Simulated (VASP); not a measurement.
# Rh (P6_3/mmc) in VASP: notebook

Rh is run at these levels: PBEsol; tasks: single point.

Everything below comes from runs of VASP 6.6.1. Logs are shortened: lines on timing, memory, paths and dates and some standing lists are left out, and cuts for length are marked.

## (1) The cell of the first run

It takes space group P6_3/mmc (No. 194, hexagonal). The conventional cell has a = 2.692 Å, b = 2.692 Å, c = 8.798 Å, α = 90.00°, β = 90.00°, γ = 120.00°. Within 3.5 Å of Rh (site symmetry -3m) lie 12 Rh at 2.69 Å. Rh (site symmetry -6m2) has 12 Rh at 2.69 Å within 3.5 Å.

## (2) Single point, PBEsol

INCAR reads:

```
SYSTEM = Rh
PREC     = Accurate       ! precision mode
ENCUT    = 520            ! plane-wave cutoff, eV
EDIFF    = 1E-7           ! SCF threshold, eV
ISMEAR   = 1              ! smearing method
SIGMA    = 0.1            ! smearing width, eV
LREAL    = .False.        ! projectors in reciprocal space
LASPH    = .True.         ! aspherical terms in the spheres
NELM     = 100            ! most SCF steps
ALGO     = Normal         ! electronic algorithm
ISIF     = 2              ! what is computed and relaxed
LWAVE    = .False.        ! write WAVECAR
LCHARG   = .False.        ! write CHGCAR
GGA      = PS             ! functional
NBANDS   = 38             ! bands
```

KPOINTS reads:

```
Automatic mesh
0
Gamma
  9 9 3
  0 0 0
```

POSCAR reads:

```
Rh
1.0
    2.6917450000      0.0000000000      0.0000000000
   -1.3458720000      2.3311190000      0.0000000000
    0.0000000000      0.0000000000      8.7980700000
Rh
4
Direct
    0.0000000000      0.0000000000      0.0000000000
    0.3333333333      0.6666666667      0.2500000000
    0.0000000000      0.0000000000      0.5000000000
    0.6666666667      0.3333333333      0.7500000000
```

Potentials or basis: VASP PAW PBE potentials, release 64 (Rh_pv).

The run is started by

```bash
$ cat potpaw_PBE.64/Rh_pv/POTCAR > POTCAR
$ mpirun -np 1 vasp_std > vasp.out
```

OUTCAR:

```text
SYSTEM = Rh
   PREC = Accurate
   ENCUT = 520
   EDIFF = 1E-7
   ISMEAR = 1
   LREAL = .False.
   LASPH = .True.
   NELM = 100
   ISIF = 2
   GGA = PS

 ion  position               nearest neighbor table
   1  0.000  0.000  0.000-   2 2.69   4 2.69   4 2.69   2 2.69   4 2.69   2 2.69
   2  0.333  0.667  0.250-   1 2.69   3 2.69   1 2.69   3 2.69   1 2.69   3 2.69
   3  0.000  0.000  0.500-   2 2.69   4 2.69   4 2.69   2 2.69   4 2.69   2 2.69
   4  0.667  0.333  0.750-   1 2.69   3 2.69   1 2.69   3 2.69   1 2.69   3 2.69

  LATTYP: Found a hexagonal cell.
 ALAT       =     2.6917450000
 C/A-ratio  =     3.2685376958

  Lattice vectors:

 A1 = (   2.6917450000,   0.0000000000,   0.0000000000)
 A2 = (  -1.3458720000,   2.3311190000,   0.0000000000)
 A3 = (   0.0000000000,   0.0000000000,   8.7980700000)

Analysis of symmetry for initial positions (statically):
=====================================================================
 Subroutine PRICEL returns:
 Original cell was already a primitive cell.

 Routine SETGRP: Setting up the symmetry group for a
 hexagonal supercell.

 Subroutine GETGRP returns: Found 24 space group operations
 (whereof 12 operations were pure point group operations)
 out of a pool of 24 trial point group operations.

The static configuration has the point symmetry D_3d.
 The point group associated with its full space group is D_6h.

Analysis of symmetry for dynamics (positions and initial velocities):
=====================================================================
 Subroutine PRICEL returns:
 Original cell was already a primitive cell.

 Routine SETGRP: Setting up the symmetry group for a
 hexagonal supercell.

 Subroutine GETGRP returns: Found 24 space group operations
 (whereof 12 operations were pure point group operations)
 out of a pool of 24 trial point group operations.

The dynamic configuration has the point symmetry D_3d.
 The point group associated with its full space group is D_6h.

 Subroutine INISYM returns: Found 24 space group operations
 (whereof 12 operations are pure point group operations),
 and found     1 'primitive' translations

----------------------------------------------------------------------------------------

                                     Primitive cell

  volume of cell :      55.2059

  direct lattice vectors                    reciprocal lattice vectors
     2.691745000  0.000000000  0.000000000     0.371506216  0.214489185  0.000000000
    -1.345872000  2.331119000  0.000000000     0.000000000  0.428978529  0.000000000
     0.000000000  0.000000000  8.798070000     0.000000000  0.000000000  0.113661292

  length of vectors
     2.691745000  2.691744273  8.798070000     0.428978413  0.428978529  0.113661292

  position of ions in fractional coordinates (direct lattice)
     0.000000000  0.000000000  0.000000000
     0.333333333  0.666666667  0.250000000
     0.000000000  0.000000000  0.500000000
     0.666666667  0.333333333  0.750000000

  ion indices of the primitive-cell ions
   primitive index   ion index
                 1           1
                 2           2
                 3           3
                 4           4

----------------------------------------------------------------------------------------

 KPOINTS: Automatic mesh

Automatic generation of k-mesh.
 Grid dimensions read from file:
 generate k-points for:    9    9    3

 Generating k-lattice:

  Cartesian coordinates                     Fractional coordinates (reciprocal lattice)
     0.041278468  0.023832132  0.000000000     0.111111111 -0.000000000  0.000000000
     0.000000000  0.047664281  0.000000000     0.000000000  0.111111111  0.000000000
     0.000000000  0.000000000  0.037887097     0.000000000  0.000000000  0.333333333

  Length of vectors
     0.047664268  0.047664281  0.037887097

  Shift w.r.t. Gamma in fractional coordinates (k-lattice)
     0.000000000  0.000000000  0.000000000

 Subroutine IBZKPT returns following result:
 ===========================================

 Found     24 irreducible k-points:

 Following reciprocal coordinates:
            Coordinates               Weight
  0.000000  0.000000  0.000000      1.000000
  0.111111  0.000000  0.000000      6.000000
  0.222222  0.000000  0.000000      6.000000
  0.333333 -0.000000  0.000000      6.000000
  0.444444  0.000000  0.000000      6.000000
  0.111111  0.111111  0.000000      6.000000
[... 16 lines left out ...]
  0.333333  0.222222  0.333333     24.000000
  0.333333  0.333333  0.333333      4.000000
   k-points           NKPTS =     24   k-points in BZ     NKDIM =     24   number of bands    NBANDS=     38
   number of dos      NEDOS =    301   number of ions     NIONS =      4
   total plane-waves  NPLWV =  28000
   dimension x,y,z NGX =    20 NGY =   20 NGZ =   70
   dimension x,y,z NGXF=    40 NGYF=   40 NGZF=  140
   ions per type =               4
   NGX,Y,Z   is equivalent  to a cutoff of  12.35, 12.35, 13.23 a.u.
   NGXF,Y,Z  is equivalent  to a cutoff of  24.70, 24.70, 26.45 a.u.
 SYSTEM =  Rh
   PREC   = accura    normal or accurate (medium, high low for compatibility)
   ISTART =      0    job   : 0-new  1-cont  2-samecut
   ICHARG =      2    charge: 1-file 2-atom 10-const
   ISPIN  =      1    spin polarized calculation?
   LNONCOLLINEAR =      F non collinear calculations
   LSORBIT =      F    spin-orbit coupling
   LASPH  =      T    aspherical Exc in radial PAW
   ENCUT  =  520.0 eV  38.22 Ry    6.18 a.u.   5.00  5.00 16.36*2*pi/ulx,y,z
   NELM   =    100;   NELMIN=  2; NELMDL= -5     # of ELM steps
   EDIFF  = 0.1E-06   stopping-criterion for ELM
   LREAL  =      F    real-space projection
   EDIFFG = 0.1E-05   stopping-criterion for IOM
   NSW    =      0    number of steps for IOM
   IBRION =     -1    ionic relax: 0-MD 1-quasi-New 2-CG
   NFREE  =      0    steps in history (QN), initial steepest desc. (CG)
   ISIF   =      2    stress and relaxation
   ISYM   =      2    0-nonsym 1-usesym 2-fastsym
   POTIM  = 0.5000    time-step for ionic-motion
   TEBEG  =    0.0;   TEEND  =   0.0 temperature during run
   PSTRESS=    0.0 pullay stress
   NELECT =      60.0000    total number of electrons
   NUPDOWN=      -1.0000    fix difference up-down
   EMIN   =  10.00;   EMAX   =-10.00  energy-range for DOS
   EFERMI =   0.00;   METHOD = LEGACY
   ISMEAR =     1;   SIGMA  =   0.10  broadening in eV -4-tet -1-fermi 0-gaus
   EFERMI_NEDOS =   21; number of points for ismear=-14 and -15
   IALGO  =     38    algorithm
   IMIX   =      4    mixing-type and parameters
     AMIX     =   0.40;   BMIX     =  1.00
     AMIX_MAG =   1.60;   BMIX_MAG =  1.00
  volume/ion in A,a.u.               =      13.80        93.14
  Fermi-wavevector in a.u.,A,eV,Ry     =   1.683178  3.180745 38.546495  2.833087
  Thomas-Fermi vector in A             =   2.766425
   LORBIT       =      0    0 simple, 1 ext, 2 COOP (PROOUT), +10 PAW based schemes
   GGA     = PS    functional components
   LHFCALC =     F    Hartree Fock is set to
   AEXX    =    0.0000 exact exchange contribution
   IVDW    =     0    specifies the selected vdW correction
   LEPSILON=     F    determine dielectric tensor
   LRPA    =     F    only Hartree local field effects (RPA)
 non-spin polarized calculation
 Methfessel and Paxton  Order N= 1 SIGMA  =   0.10
  energy-cutoff  :      520.00
  volume of cell :       55.21
 maximum number of plane-waves:      1505
 NGX is ok and might be reduce to    20
   NGX =  9   NGY =  9   NGZ = 33

 number of electron      59.9999995 magnetization

 Free energy of the ion-electron system (eV)
  ---------------------------------------------------
  ext. energy  EPLUGINS =         0.00000000
  ---------------------------------------------------
  free energy    TOTEN  =       -32.47183969 eV

  energy without entropy =      -32.47035072  energy(sigma->0) =      -32.47134337

 E-fermi :  11.6919     XC(G=0): -14.1936

 val. band max:       11.6667545444   @ k =   0.3333  -0.0000   0.3333
 cond. band min:      11.6926913894   @ k =   0.2222   0.0000   0.3333
 fundamental gap:      0.0259368450
 Fermi energy:        11.6918681764

 k-point     1 :       0.0000    0.0000    0.0000
  band No.  band energies     occupation
      1     -35.3715      2.00000
      2     -35.0158      2.00000
      3     -35.0152      2.00000
      4     -34.7403      2.00000
      5     -34.7403      2.00000
      6     -34.7000      2.00000
[... 30 lines left out ...]
     37      20.1886      0.00000
     38      26.0575      0.00000

 k-point     2 :       0.1111    0.0000    0.0000
  band No.  band energies     occupation
      1     -35.3435      2.00000
      2     -35.0255      2.00000
      3     -35.0232      2.00000
      4     -34.8045      2.00000
      5     -34.7609      2.00000
      6     -34.7495      2.00000
[... 30 lines left out ...]
     37      20.1218      0.00000
     38      26.4989      0.00000

 k-point     3 :       0.2222    0.0000    0.0000
  band No.  band energies     occupation
      1     -35.2684      2.00000
      2     -35.0922      2.00000
      3     -35.0763      2.00000
      4     -34.9587      2.00000
      5     -34.8910      2.00000
      6     -34.8173      2.00000
[... 30 lines left out ...]
     37      20.0157      0.00000
     38      26.1100      0.00000

 k-point     4 :       0.3333   -0.0000    0.0000
  band No.  band energies     occupation
      1     -35.2376      2.00000
      2     -35.2321      2.00000
      3     -35.1300      2.00000
      4     -35.1280      2.00000
      5     -35.0784      2.00000
      6     -34.8664      2.00000
[... 30 lines left out ...]
     37      20.0226      0.00000
     38      22.4156      0.00000
[... 703 lines left out ...]
      4     -35.1555      2.00000
      5     -35.0250      2.00000
      6     -34.9703      2.00000
[... 30 lines left out ...]
     37      22.6763      0.00000
     38      22.8640      0.00000

 k-point    23 :       0.3333    0.2222    0.3333
  band No.  band energies     occupation
      1     -35.2592      2.00000
      2     -35.2373      2.00000
      3     -35.2010      2.00000
      4     -35.1878      2.00000
      5     -35.0329      2.00000
      6     -35.0233      2.00000
[... 30 lines left out ...]
     37      21.0388      0.00000
     38      21.2010      0.00000

 k-point    24 :       0.3333    0.3333    0.3333
  band No.  band energies     occupation
      1     -35.2039      2.00000
      2     -35.1916      2.00000
      3     -35.1916      2.00000
      4     -35.1401      2.00000
      5     -35.0952      2.00000
      6     -35.0952      2.00000
[... 30 lines left out ...]
     37      19.6218      0.00000
     38      19.6218      0.00000

------------------------ aborting loop because EDIFF is reached ----------------------------------------

  FORCE on cell =-STRESS in cart. coord.  units (eV):
  Direction    XX          YY          ZZ          XY          YZ          ZX
  --------------------------------------------------------------------------------------
  -------------------------------------------------------------------------------------
  Total       -1.8549254     -1.8549245     -2.3698469     -0.0000004      0.0000000      0.0000000
  in kB      -53.8333304    -53.8333050    -68.7772977     -0.0000115      0.0000000      0.0000000
  external PRESSURE =     -58.8146444 kB  Pullay stress =       0.0000000 kB

 VOLUME and BASIS-vectors are now :
 -----------------------------------------------------------------------------
  energy-cutoff  :      520.00
  volume of cell :       55.21
      direct lattice vectors                 reciprocal lattice vectors
     2.691745000  0.000000000  0.000000000     0.371506216  0.214489185  0.000000000
    -1.345872000  2.331119000  0.000000000     0.000000000  0.428978529  0.000000000
     0.000000000  0.000000000  8.798070000     0.000000000  0.000000000  0.113661292

 POSITION                                       TOTAL-FORCE (eV/Angst)
 -----------------------------------------------------------------------------------
      0.00000      0.00000      0.00000        -0.000000      0.000000      0.000000
      0.00000      1.55408      2.19952        -0.000000      0.000000     -0.000000
      0.00000      0.00000      4.39903        -0.000000      0.000000      0.000000
      1.34587      0.77704      6.59855         0.000000     -0.000000      0.000000
 -----------------------------------------------------------------------------------
    total drift:                                0.000000     -0.000000      0.000000

  FREE ENERGIE OF THE ION-ELECTRON SYSTEM (eV)
  ---------------------------------------------------
  free  energy   TOTEN  =       -32.4718396909 eV

  energy  without entropy=      -32.4703507166  energy(sigma->0) =      -32.47134337
```

Run time: 20 s. Hardware: 1 thread of Intel Xeon 6975P-C (Granite Rapids), shared host; peak memory 0.18 GiB.

What came out:

```
Free energy            : -32.4718 eV
Pressure               : -5.9 GPa
Band gap on the k mesh : zero (band 30 reaches 12.29 eV, above the bottom of band 31 at 10.68 eV)
```

Stress tensor (GPa, compression positive):
```
-5.38  0.00  0.00
 0.00 -5.38  0.00
 0.00  0.00 -6.88
```

Caveat: the PAW data sets were made with another functional, which shifts forces and pressure a little.

## (3) Single point, PBEsol

INCAR reads:

```
ALGO = Normal
EDIFF = 1E-7
ENCUT = 520
GGA = PS
ISIF = 2
ISMEAR = 1
LASPH = T
LCHARG = F
LREAL = F
LWAVE = F
NBANDS = 38
NELM = 60
PREC = Accurate
SIGMA = 0.1
```

KPOINTS reads:

```
k-points
0
Gamma
  9 9 3
```

POSCAR is that of step 2.

Potentials or basis: VASP PAW PBE potentials, release 64 (Rh_pv).

The run is started by

```bash
$ cat potpaw_PBE.64/Rh_pv/POTCAR > POTCAR
$ mpirun -np 1 vasp_std > vasp.out
```

It took 22 s on 1 thread of Intel Xeon 6975P-C (Granite Rapids), shared host; peak memory 0.18 GiB.

Results (log left out):

* Free energy: -32.4718 eV
* Pressure: -5.9 GPa
* Band gap on the k mesh: zero (band 30 reaches 12.29 eV, above the bottom of band 31 at 10.68 eV)

Stress tensor (GPa, compression positive):
```
-5.38  0.00  0.00
 0.00 -5.38  0.00
 0.00  0.00 -6.88
```

Levels at points of the mesh, in eV from the Fermi level:
```csv
k point,band 27,band 28,band 29,band 30,band 31,band 32,band 33,band 34
"(0.00, 0.00, 0.00)",-2.61,-1.42,-1.42,-0.83,-0.83,-0.34,-0.34,0.44
```

Caveat: the PAW data sets were made with another functional, which shifts forces and pressure a little.
